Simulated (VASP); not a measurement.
Write the native input for VASP 6.6.1 that does the following.

* Task: single point
* Functional: PBE
* Potentials or basis: VASP PAW PBE potentials, release 64 (Na_pv, F)
* Cutoff: 520 eV
* k mesh: 8 × 8 × 8
* Occupations: gaussian, width 0.05 eV
* Spin: no spin polarisation
* Dipole correction: no
* Further INCAR settings: ALGO = Normal; EDIFF = 1e-06; NBANDS = 14

The structure of NaF lies in POSCAR:

```
NaF
1.0
    0.0000000000      2.3813825000      2.4394650000
    2.3813825000      0.0000000000      2.4394650000
    2.3813825000      2.3813825000      0.0000000000
Na F
1 1
Direct
    0.0000000000      0.0000000000      0.0000000000
    0.5000000000      0.5000000000      0.5000000000
```

This cell differs from its parent crystal: strain +0.025 along x and y, +0.050 along z.

These files were run (other wordings do the same):

INCAR

```
SYSTEM = NaF
ALGO = Normal
EDIFF = 1E-6
ENCUT = 520
GGA = PE
ISIF = 2
ISMEAR = 0
LASPH = .True.
LCHARG = .True.
LELF = .True.
LREAL = .False.
LVHAR = .True.
LWAVE = .False.
NBANDS = 14
NELM = 60
PREC = Accurate
SIGMA = 0.05
```

KPOINTS

```
k-points
0
Gamma
  8 8 8
  0 0 0
```

Potentials or basis: VASP PAW PBE potentials, release 64 (Na_pv, F).

Command:

```sh
$ cat potpaw_PBE.64/Na_pv/POTCAR potpaw_PBE.64/F/POTCAR > POTCAR
$ mpirun -np 1 vasp_std > vasp.out
```

It gave:

```yaml
Pressure: -2.6 GPa
Band_gap_on_the_k_mesh: 5.76 eV, direct
```

Caveat: the cell differs from its parent crystal (strain +0.025 along x and y, +0.050 along z).

Run time: 16 s on 1 thread of Intel(R) Xeon(R) 6975P-C (Granite Rapids), with other jobs on the host, peak memory 0.15 GiB.
